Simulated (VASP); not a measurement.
# CoH3: single point with PBE

Crystal: CoH3.

```
CELL_PARAMETERS angstrom
2.32221 0.00000 0.00000
-1.16111 2.01109 0.00000
0.00000 0.00000 5.66290
ATOMIC_POSITIONS crystal
Co 0.00000 0.00000 0.50000
H 0.33333 0.66667 0.00000
H 0.66667 0.33333 0.00000
H 0.00000 0.00000 0.00000
```

```
Program                : VASP 6.6.1
Task                   : single point
Functional             : PBE
Potentials or basis    : VASP PAW PBE potentials, release 64 (Co, H)
Cutoff                 : 520 eV
k mesh                 : 5 × 5 × 3
Occupations            : gaussian, width 0.15 eV
Spin                   : collinear spin, ferromagnetic start
Starting moments       : [3.0, 0.0, 0.0, 0.0] μB
Dipole correction      : no
Further INCAR settings : ALGO = Normal; EDIFF = 1e-06; NBANDS = 18
```

```
Pressure                                              : -0.1 GPa
Net moment                                            : 1.30 μB per cell
Site moments                                          : Co +1.32; H +0.00, +0.01 μB
Valence electrons inside the program's atomic spheres : Co 8.22; H 0.48, 0.49
```

Stress tensor (GPa, compression positive):
```
-0.22  0.00  0.00
 0.00 -0.22  0.00
 0.00  0.00  0.23
```

Levels at points of the mesh, in eV from the Fermi level:
Spin up:
```
           k point  band 4  band 5  band 6  band 7  band 8  band 9  band 10  band 11
(0.00, 0.00, 0.00)   -2.20   -2.20   -1.09   -0.83   -0.83   10.52    13.01    15.39
```
Spin down:
| k point | band 3 | band 4 | band 5 | band 6 | band 7 | band 8 |
| --- | --- | --- | --- | --- | --- | --- |
| (0.00, 0.00, 0.00) | -1.25 | -1.18 | -1.17 | -1.17 | 0.96 | 0.96 |

It took 12 s on 1 thread of Intel(R) Xeon(R) 6975P-C (Granite Rapids), with other jobs on the host, peak memory 0.14 GiB.

Caveat: the k points lie up to 0.62 Å⁻¹ apart.
